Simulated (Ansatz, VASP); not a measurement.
HgTe in VASP and in Ansatz

```
Hg Te
1.0
     0.00000    2.66409    2.66409
     2.66409    0.00000    2.66409
     2.66409    2.66409    0.00000
Hg Te
1 1
Direct
  0.00000 0.00000 0.00000
  0.50000 0.50000 0.50000
```

Change from the starting cell: volume scaled by 0.72, PAW files.

Alike in both runs: task single point; functional LDA; k mesh 12 × 12 × 12; occupations fermi-dirac, width 0.05 eV; no spin polarisation.

|  | VASP | Ansatz |
| --- | --- | --- |
| version | VASP 6.6.1 | Ansatz 0.2.0 |
| potentials or method | VASP PAW LDA potentials, release 64 (Hg, Te) | PAW with Ansatz's default frozen-core files, scalar-relativistic |
| plane-wave cutoff (eV) | 520 | 420 |
| valence electrons in the cell | 18 | 36 |

```csv
,VASP,Ansatz,Ansatz less VASP
pressure (GPa),52.9,50.9,-2.00
```

LDA's correlation is that of Perdew and Zunger in VASP and of Perdew and Wang (1992) in Ansatz. Both programs put the cell under a high pressure, so it lies far from rest at this level. VASP's potentials hold 18 valence electrons a cell and Ansatz's 36, so a difference there can come from the potentials and not from the codes.

Neither program's run includes spin-orbit coupling.
